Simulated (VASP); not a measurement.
HC9: single point with PBE+D3(BJ)

System: HC9, a slab with vacuum.

```
C H
1.0
     2.46554    0.00000    0.00000
    -1.23277    2.13415    0.00000
     0.00000    0.00000   30.29852
C H
9 1
Direct
  0.08331 0.16662 0.28054
  0.41669 0.83338 0.28054
  0.58331 0.16662 0.39274
  0.91669 0.83338 0.39274
  0.08326 0.16652 0.50479
  0.41674 0.83348 0.50479
  0.58343 0.16687 0.61693
  0.91657 0.83313 0.61693
  0.25000 0.50000 0.71961
  0.25000 0.50000 0.75667
```

```
Program                : VASP 6.6.1
Task                   : single point
Functional             : PBE
Dispersion             : D3(BJ)
Potentials or basis    : VASP PAW PBE potentials, release 64 (C, H)
Cutoff                 : 520 eV
k mesh                 : 12 × 12 × 1
Occupations            : gaussian, width 0.1 eV
Spin                   : no spin polarisation
Dipole correction      : yes
Further INCAR settings : ALGO = Fast; EDIFF = 1e-06; NBANDS = 30
```

```yaml
Largest_force: 0.020 eV/Å
Band_gap_on_the_k_mesh: zero (an odd number of electrons rules out a gap without spin polarisation)
Dispersion_energy_per_atom: -0.133 eV
```

Forces in eV/Å, atoms in the order of the input:
```
C    0.000  0.018  0.001
C    0.000 -0.018  0.001
C    0.000 -0.005 -0.001
C    0.000  0.005 -0.001
C    0.000 -0.001  0.000
C    0.000  0.001  0.000
C    0.000 -0.015 -0.001
C    0.000  0.015 -0.001
C    0.000  0.000 -0.016
H    0.000  0.000  0.020
```

Levels at points of the mesh, in eV from the Fermi level:
```csv
k point,band 16,band 17,band 18,band 19,band 20,band 21,band 22,band 23
"(0.00, 0.00, 0.00)",-2.84,-1.96,-1.93,3.05,3.58,5.03,5.77,5.77
"(0.50, 0.00, 0.00)",-2.36,-2.21,-1.24,-0.98,1.71,1.80,1.97,2.93
"(0.00, 0.50, 0.00)",-2.31,-1.84,-1.07,-0.98,1.24,1.72,2.23,3.02
```

Run time: 11 min on 1 thread of Oxide Virtual Turin-like Processor (shared host), peak memory 0.32 GiB.

Caveat: an odd number of electrons without spin polarisation forces a metal; a magnetic or distorted state may lie lower.
